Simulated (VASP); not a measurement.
Input of a VASP 6.6.1 run:

INCAR

```
SYSTEM = GaS5
ALGO = Normal
EDIFF = 1E-7
ENCUT = 520
GGA = PE
ISIF = 2
ISMEAR = 0
LASPH = .TRUE.
LCHARG = .TRUE.
LELF = .TRUE.
LREAL = .FALSE.
LVHAR = .TRUE.
LWAVE = .FALSE.
NBANDS = 30
NELM = 60
PREC = Accurate
SIGMA = 0.1
```

The input KPOINTS:

```
k-points
0
G
  4 4 4
  0 0 0
```

POSCAR

```
GaS5
1.0
    5.9011640827      0.0000000000      0.0000000000
    0.0000000000      5.9011640827      0.0000000000
    0.0000000000      0.0000000000      6.7976826722
Ga S
1 5
Direct
    0.5000000000      0.5000000000      0.2878412358
    0.1688341872      0.5000000000      0.5461731505
    0.8311658128      0.5000000000      0.5461731505
    0.5000000000      0.1688341872      0.5461731505
    0.5000000000      0.8311658128      0.5461731505
    0.5000000000      0.5000000000      0.9791721722
```

Potentials or basis: VASP PAW PBE potentials, release 64 (Ga_d, S).

Run with:

```bash
$ cat potpaw_PBE.64/Ga_d/POTCAR potpaw_PBE.64/S/POTCAR > POTCAR
$ mpirun -np 1 vasp_std > vasp.out
```

(1) What does it give for the largest force?

(2) Predict the pressure.

Results:

(1) 0.203 eV/Å.

(2) -0.2 GPa.

Caveat: this functional lacks dispersion, which binds the layers, so the pressure and a relaxed spacing across them are unreliable.
